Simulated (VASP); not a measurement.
LiH (zincblende type), 2 atoms in the cell. Symmetry: F-43m, No. 216, cubic system. The conventional cell has a = 4.318 Å, b = 4.318 Å, c = 4.318 Å, α = 90.00°, β = 90.00°, γ = 90.00°. Within 2.5 Å of Li (site symmetry -43m) lie 4 H at 1.87 Å. H (site symmetry -43m) has 4 Li at 1.87 Å within 2.5 Å. 

- Program: VASP 6.6.1
- Task: single point
- Functional: PBE
- Potentials or basis: VASP PAW PBE potentials, release 64 (Li_sv, H)
- Cutoff: 520 eV
- k mesh: 13 × 13 × 13
- Occupations: fermi-dirac, width 0.05 eV
- Spin: no spin polarisation
- Dipole correction: no
- Further INCAR settings: ALGO = Normal; EDIFF = 1e-06; NBANDS = 9

Potentials or basis: VASP PAW PBE potentials, release 64 (Li_sv, H).

Run with:

```bash
$ cat potpaw_PBE.64/Li_sv/POTCAR potpaw_PBE.64/H/POTCAR > POTCAR
$ mpirun -np 1 vasp_std > vasp.out
```

Hardware: 1 thread of Intel Xeon 8259CL, with other jobs on the host.

How long does it take, and how much memory?

Wall time 15 s on 1 thread of Intel Xeon 8259CL (shared host), peak memory 0.14 GiB. Counts: scf iterations 11, k points 84.
